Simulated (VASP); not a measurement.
# Ba in VASP: single point with PBE

Aim: the single point of Ba with PBE.

All numbers are computed with VASP 6.6.1; they aren't measurements. Logs are shortened: lines on timing, memory, paths and dates and some standing lists are left out, and cuts for length are marked.

## 1. The cell of the first run

The cell holds a wire or tube with vacuum around it, 9 atoms: a = 19.200 Å, b = 16.400 Å, c = 4.341 Å, α = 90.00°, β = 90.00°, γ = 90.00°.

## 2. Single point, PBE

File INCAR:

```
ALGO = Fast ; EDIFF = 1E-7
ENCUT = 520 ; GGA = PE
ISIF = 2 ; ISMEAR = 0
LASPH = True ; LCHARG = False
LREAL = False ; LWAVE = False
NBANDS = 55 ; NELM = 100
PREC = Accurate ; SIGMA = 0.05
```

File KPOINTS:

```
k-points
0
Gamma
  1 1 8
```

File POSCAR:

```
Ba
1.0
   19.2000000000      0.0000000000      0.0000000000
    0.0000000000     16.4000000000      0.0000000000
    0.0000000000      0.0000000000      4.3413853492
Ba
9
Direct
    0.3401133844      0.2838581528      0.0000000000
    0.3401133844      0.7161418472      0.0000000000
    0.2335223073      0.5000000000      0.6666666667
    0.6598866156      0.5000000000      0.0000000000
    0.5532955385      0.2838581528      0.6666666667
    0.5532955385      0.7161418472      0.6666666667
    0.4467044615      0.5000000000      0.3333333333
    0.7664776927      0.2838581528      0.3333333333
    0.7664776927      0.7161418472      0.3333333333
```

Potentials or basis: VASP PAW PBE potentials, release 64 (Ba_sv).

On the command line:

```bash
$ cat potpaw_PBE.64/Ba_sv/POTCAR > POTCAR
$ mpirun -np 1 vasp_std > vasp.out
```

OUTCAR:

```text
EDIFF = 1E-7
   ENCUT = 520
   GGA = PE
   ISIF = 2
   ISMEAR = 0
   LASPH = True
   LREAL = False
   NELM = 100
   PREC = Accurate

 ion  position               nearest neighbor table
   1  0.340  0.284  0.000-   5 4.34   3 4.34   7 4.34
   2  0.340  0.716  0.000-   6 4.34   3 4.34   7 4.34
   3  0.234  0.500  0.667-   1 4.34   2 4.34   7 4.34
   4  0.660  0.500  0.000-   7 4.34   6 4.34   5 4.34   8 4.34   9 4.34
   5  0.553  0.284  0.667-   1 4.34   7 4.34   4 4.34   8 4.34
   6  0.553  0.716  0.667-   2 4.34   7 4.34   4 4.34   9 4.34
   7  0.447  0.500  0.333-   4 4.34   5 4.34   6 4.34   2 4.34   1 4.34   3 4.34
   8  0.766  0.284  0.333-   4 4.34   5 4.34
   9  0.766  0.716  0.333-   4 4.34   6 4.34

  LATTYP: Found a simple orthorhombic cell.
 ALAT       =     4.3413853492
 B/A-ratio  =     3.7775960162
 C/A-ratio  =     4.4225514336

  Lattice vectors:

 A1 = (   0.0000000000,   0.0000000000,  -4.3413853492)
 A2 = (   0.0000000000,  16.4000000000,   0.0000000000)
 A3 = (  19.2000000000,   0.0000000000,   0.0000000000)

Analysis of symmetry for initial positions (statically):
=====================================================================
 Subroutine PRICEL returns:
 Original cell was already a primitive cell.

 Routine SETGRP: Setting up the symmetry group for a
 simple orthorhombic supercell.

 Subroutine GETGRP returns: Found  2 space group operations
 (whereof  2 operations were pure point group operations)
 out of a pool of  8 trial point group operations.

The static configuration has the point symmetry C_1h.

Analysis of symmetry for dynamics (positions and initial velocities):
=====================================================================
 Subroutine PRICEL returns:
 Original cell was already a primitive cell.

 Routine SETGRP: Setting up the symmetry group for a
 simple orthorhombic supercell.

 Subroutine GETGRP returns: Found  2 space group operations
 (whereof  2 operations were pure point group operations)
 out of a pool of  8 trial point group operations.

The dynamic configuration has the point symmetry C_1h.

 Subroutine INISYM returns: Found  2 space group operations
 (whereof  2 operations are pure point group operations),
 and found     1 'primitive' translations

----------------------------------------------------------------------------------------

                                     Primitive cell

  volume of cell :    1367.0154

  direct lattice vectors                    reciprocal lattice vectors
    19.200000000  0.000000000  0.000000000     0.052083333  0.000000000  0.000000000
     0.000000000 16.400000000  0.000000000     0.000000000  0.060975610  0.000000000
     0.000000000  0.000000000  4.341385349     0.000000000  0.000000000  0.230341221

  length of vectors
    19.200000000 16.400000000  4.341385349     0.052083333  0.060975610  0.230341221

  position of ions in fractional coordinates (direct lattice)
     0.340113384  0.283858153  0.000000000
     0.340113384  0.716141847  0.000000000
     0.233522307  0.500000000  0.666666667
     0.659886616  0.500000000  0.000000000
     0.553295539  0.283858153  0.666666667
     0.553295539  0.716141847  0.666666667
     0.446704461  0.500000000  0.333333333
     0.766477693  0.283858153  0.333333333
     0.766477693  0.716141847  0.333333333

  ion indices of the primitive-cell ions
   primitive index   ion index
                 1           1
                 2           2
                 3           3
                 4           4
                 5           5
                 6           6
                 7           7
                 8           8
                 9           9

----------------------------------------------------------------------------------------

 KPOINTS: k-points

Automatic generation of k-mesh.
 Grid dimensions read from file:
 generate k-points for:    1    1    8

 Generating k-lattice:

  Cartesian coordinates                     Fractional coordinates (reciprocal lattice)
     0.052083333  0.000000000  0.000000000     1.000000000  0.000000000  0.000000000
     0.000000000  0.060975610  0.000000000     0.000000000  1.000000000  0.000000000
     0.000000000  0.000000000  0.028792653     0.000000000  0.000000000  0.125000000

  Length of vectors
     0.052083333  0.060975610  0.028792653

  Shift w.r.t. Gamma in fractional coordinates (k-lattice)
     0.000000000  0.000000000  0.000000000

 Subroutine IBZKPT returns following result:
 ===========================================

 Found      5 irreducible k-points:

 Following reciprocal coordinates:
            Coordinates               Weight
  0.000000  0.000000  0.000000      1.000000
  0.000000  0.000000  0.125000      2.000000
  0.000000  0.000000  0.250000      2.000000
  0.000000  0.000000  0.375000      2.000000
  0.000000  0.000000  0.500000      1.000000
   k-points           NKPTS =      5   k-points in BZ     NKDIM =      5   number of bands    NBANDS=     55
   number of dos      NEDOS =    301   number of ions     NIONS =      9
   total plane-waves  NPLWV = 580608
   dimension x,y,z NGX =   144 NGY =  126 NGZ =   32
   dimension x,y,z NGXF=   288 NGYF=  252 NGZF=   64
   ions per type =               9
   NGX,Y,Z   is equivalent  to a cutoff of  12.47, 12.77, 12.25 a.u.
   NGXF,Y,Z  is equivalent  to a cutoff of  24.94, 25.55, 24.51 a.u.
 SYSTEM =  unknown system
   PREC   = accura    normal or accurate (medium, high low for compatibility)
   ISTART =      0    job   : 0-new  1-cont  2-samecut
   ICHARG =      2    charge: 1-file 2-atom 10-const
   ISPIN  =      1    spin polarized calculation?
   LNONCOLLINEAR =      F non collinear calculations
   LSORBIT =      F    spin-orbit coupling
   LASPH  =      T    aspherical Exc in radial PAW
   ENCUT  =  520.0 eV  38.22 Ry    6.18 a.u.  35.70 30.49  8.07*2*pi/ulx,y,z
   NELM   =    100;   NELMIN=  2; NELMDL= -5     # of ELM steps
   EDIFF  = 0.1E-06   stopping-criterion for ELM
   LREAL  =      F    real-space projection
   EDIFFG = 0.1E-05   stopping-criterion for IOM
   NSW    =      0    number of steps for IOM
   IBRION =     -1    ionic relax: 0-MD 1-quasi-New 2-CG
   NFREE  =      0    steps in history (QN), initial steepest desc. (CG)
   ISIF   =      2    stress and relaxation
   ISYM   =      2    0-nonsym 1-usesym 2-fastsym
   POTIM  = 0.5000    time-step for ionic-motion
   TEBEG  =    0.0;   TEEND  =   0.0 temperature during run
   PSTRESS=    0.0 pullay stress
   NELECT =      90.0000    total number of electrons
   NUPDOWN=      -1.0000    fix difference up-down
   EMIN   =  10.00;   EMAX   =-10.00  energy-range for DOS
   EFERMI =   0.00;   METHOD = LEGACY
   ISMEAR =     0;   SIGMA  =   0.05  broadening in eV -4-tet -1-fermi 0-gaus
   EFERMI_NEDOS =   21; number of points for ismear=-14 and -15
   IALGO  =     68    algorithm
   IMIX   =      4    mixing-type and parameters
     AMIX     =   0.40;   BMIX     =  1.00
     AMIX_MAG =   1.60;   BMIX_MAG =  1.00
  volume/ion in A,a.u.               =     151.89      1025.01
  Fermi-wavevector in a.u.,A,eV,Ry     =   0.661045  1.249194  5.945485  0.436981
  Thomas-Fermi vector in A             =   1.733682
   LORBIT       =      0    0 simple, 1 ext, 2 COOP (PROOUT), +10 PAW based schemes
   GGA     = PE    functional components
   LHFCALC =     F    Hartree Fock is set to
   AEXX    =    0.0000 exact exchange contribution
   IVDW    =     0    specifies the selected vdW correction
   LEPSILON=     F    determine dielectric tensor
   LRPA    =     F    only Hartree local field effects (RPA)
 non-spin polarized calculation
 RMM-DIIS sequential band-by-band and
 Gauss-broadening in eV      SIGMA  =   0.05
  energy-cutoff  :      520.00
  volume of cell :     1367.02
 maximum number of plane-waves:     36848
 NGX is ok and might be reduce to   144
   NGX = 71   NGY = 61   NGZ = 17

 number of electron      89.9999997 magnetization

 Free energy of the ion-electron system (eV)
  ---------------------------------------------------
  ext. energy  EPLUGINS =         0.00000000
  ---------------------------------------------------
  free energy    TOTEN  =       -12.98656551 eV

  energy without entropy =      -12.96970008  energy(sigma->0) =      -12.97813279

 E-fermi :  -0.4718     XC(G=0):  -4.1632

 val. band max:       -0.4762076845   @ k =   0.0000   0.0000   0.2500
 cond. band min:      -0.4362469800   @ k =   0.0000   0.0000   0.3750
 fundamental gap:      0.0399607044
 Fermi energy:        -0.4717925784

 k-point     1 :       0.0000    0.0000    0.0000
  band No.  band energies     occupation
      1     -30.2789      2.00000
      2     -30.2788      2.00000
      3     -29.9506      2.00000
      4     -29.9496      2.00000
      5     -29.8884      2.00000
      6     -29.6705      2.00000
[... 47 lines left out ...]
     54       0.2537      0.00000
     55       0.3560      0.00000

 k-point     2 :       0.0000    0.0000    0.1250
  band No.  band energies     occupation
      1     -30.2762      2.00000
      2     -30.2762      2.00000
      3     -29.9478      2.00000
      4     -29.9469      2.00000
      5     -29.8857      2.00000
      6     -29.6677      2.00000
[... 47 lines left out ...]
     54       0.2505      0.00000
     55       0.4530      0.00000

 k-point     3 :       0.0000    0.0000    0.2500
  band No.  band energies     occupation
      1     -30.2698      2.00000
      2     -30.2698      2.00000
      3     -29.9412      2.00000
      4     -29.9405      2.00000
      5     -29.8794      2.00000
      6     -29.6612      2.00000
[... 47 lines left out ...]
     54       0.1479      0.00000
     55       0.2657      0.00000

 k-point     4 :       0.0000    0.0000    0.3750
  band No.  band energies     occupation
      1     -30.2634      2.00000
      2     -30.2633      2.00000
      3     -29.9345      2.00000
      4     -29.9339      2.00000
      5     -29.8731      2.00000
      6     -29.6546      2.00000
[... 47 lines left out ...]
     54       0.1407      0.00000
     55       0.2431      0.00000

 k-point     5 :       0.0000    0.0000    0.5000
  band No.  band energies     occupation
      1     -30.2607      2.00000
      2     -30.2607      2.00000
      3     -29.9318      2.00000
      4     -29.9312      2.00000
      5     -29.8704      2.00000
      6     -29.6518      2.00000
[... 47 lines left out ...]
     54       0.1834      0.00000
     55       0.3549      0.00000

------------------------ aborting loop because EDIFF is reached ----------------------------------------

  FORCE on cell =-STRESS in cart. coord.  units (eV):
  Direction    XX          YY          ZZ          XY          YZ          ZX
  --------------------------------------------------------------------------------------
  -------------------------------------------------------------------------------------
  Total       -1.5182169     -1.6641356      0.1755707      0.0000000      0.0000000     -0.4156476
  in kB       -1.7793894     -1.9504099      0.2057734      0.0000000      0.0000000     -0.4871497
  external PRESSURE =      -1.1746753 kB  Pullay stress =       0.0000000 kB

 VOLUME and BASIS-vectors are now :
 -----------------------------------------------------------------------------
  energy-cutoff  :      520.00
  volume of cell :     1367.02
      direct lattice vectors                 reciprocal lattice vectors
    19.200000000  0.000000000  0.000000000     0.052083333  0.000000000  0.000000000
     0.000000000 16.400000000  0.000000000     0.000000000  0.060975610  0.000000000
     0.000000000  0.000000000  4.341385349     0.000000000  0.000000000  0.230341221

 POSITION                                       TOTAL-FORCE (eV/Angst)
 -----------------------------------------------------------------------------------
      6.53018      4.65527      0.00000         0.026495      0.085676      0.093239
      6.53018     11.74473      0.00000         0.026495     -0.085676      0.093239
      4.48363      8.20000      2.89426         0.118391      0.000000     -0.079714
     12.66982      8.20000      0.00000        -0.052141      0.000000     -0.061567
     10.62327      4.65527      2.89426         0.063390      0.016647     -0.008850
     10.62327     11.74473      2.89426         0.063390     -0.016647     -0.008850
      8.57673      8.20000      1.44713        -0.115164      0.000000     -0.008876
     14.71637      4.65527      1.44713        -0.065428      0.066224     -0.009310
     14.71637     11.74473      1.44713        -0.065428     -0.066224     -0.009310
 -----------------------------------------------------------------------------------
    total drift:                                0.003108     -0.000000     -0.000148

  FREE ENERGIE OF THE ION-ELECTRON SYSTEM (eV)
  ---------------------------------------------------
  free  energy   TOTEN  =       -12.9865655092 eV

  energy  without entropy=      -12.9697000797  energy(sigma->0) =      -12.97813279
```

It took 28 min on 1 thread of Intel Xeon Platinum 8488C (Sapphire Rapids), shared host; peak memory 1.2 GiB.

Results:

```yaml
Free_energy: -12.9866 eV
Largest_force: 0.143 eV/Å
Band_gap_on_the_k_mesh: zero (bands 45 and 46 overlap by 0.02 eV)
```

Forces in eV/Å, atoms in the order of the input:
```
Ba   0.026  0.086  0.093
Ba   0.026 -0.086  0.093
Ba   0.118  0.000 -0.080
Ba  -0.052  0.000 -0.062
Ba   0.063  0.017 -0.009
Ba   0.063 -0.017 -0.009
Ba  -0.115  0.000 -0.009
Ba  -0.065  0.066 -0.009
Ba  -0.065 -0.066 -0.009
```

Caveat: spin-orbit coupling is left out, which moves the levels of the heavy elements.
